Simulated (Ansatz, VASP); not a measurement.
CoO in VASP and in Ansatz

INCAR

```
  PREC = Accurate
  ENCUT = 520
  EDIFF = 1E-6
  ISMEAR = -1
  SIGMA = 0.05
  LREAL = False
  LASPH = True
  NELM = 150
  ALGO = Normal
  ISIF = 2
  LWAVE = False
  LCHARG = True
  ISPIN = 2
  MAGMOM = 2 0
  LORBIT = 11
  LMAXMIX = 4
  GGA = CA
  LELF = True
  LVHAR = True
  NBANDS = 18
```

File KPOINTS:

```
Automatic mesh
0
Gamma
  10 10 10
```

Contents of POSCAR:

```
CoO
1.0
    1.6233040996      0.9372150589      2.6002441171
   -1.6233040996      0.9372150589      2.6002441171
    0.0000000000     -1.8744301178      2.6002441171
Co O
1 1
Direct
    0.9989783200      0.9989783200      0.9989783200
    0.7510210300      0.7510210300      0.7510210300
```

Contents of input.yaml:

```yaml
crystal:
  lattice:
    - [1.6233040996, 0.9372150589, 2.6002441171]
    - [-1.6233040996, 0.9372150589, 2.6002441171]
    - [0.0, -1.8744301178, 2.6002441171]
  atoms:
    - { symbol: Co, position: [0.99897832, 0.99897832, 0.99897832], spin: 2.0 }
    - { symbol: O, position: [0.75102103, 0.75102103, 0.75102103] }
kpoints:
  mp_grid: { grid: [10, 10, 10] }
scf:
  occupations: { method: fermi_dirac, width: 0.05 }
hamiltonian:
  xc: lda
  pseudopotentials: { kind: all_electron, lapw: { basis_error: 0.001 } }
magnetization:
  spin_polarized: true
output:
  forces: true
  stress: true
  eigenvalues: true
```

Change from the starting cell: volume scaled by 1.04.

Alike in both runs: task single point; functional LDA; k mesh 10 × 10 × 10; occupations fermi-dirac, width 0.05 eV; collinear spin.

|  | VASP | Ansatz |
| --- | --- | --- |
| version | VASP 6.6.1 | Ansatz 0.2.0 |
| potentials or method | VASP PAW LDA potentials, release 64 (Co, O), cutoff 520 eV | all-electron LAPW, scalar-relativistic |

Ansatz gave:

- gap on the k mesh at the Fermi level (eV): none
- pressure (GPa): -18.8
- traceless stress, the component that is largest in VASP (GPa): 2.48
- rms of the force components (eV/Å): 0.081
- net moment per atom (μB): 1.41
- size of the moment on the site where the two differ most (μB): 2.38

What did VASP give for the same quantities?

gap on the k mesh at the Fermi level (eV): none; pressure (GPa): -19.9; traceless stress, the component that is largest in VASP (GPa): 2.43; rms of the force components (eV/Å): 0.084; net moment per atom (μB): 1.33; size of the moment on the site where the two differ most (μB): 2.29.

LDA's correlation is that of Perdew and Zunger in VASP and of Perdew and Wang (1992) in Ansatz. Site moments also hang on the region over which each program counts them. Atom by atom the forces differ by 0.003 eV/Å (rms over components). A gap of «none» marks a metal or a gap that the smearing closes. Ansatz ran all-electron here, and VASP with PAW potentials.
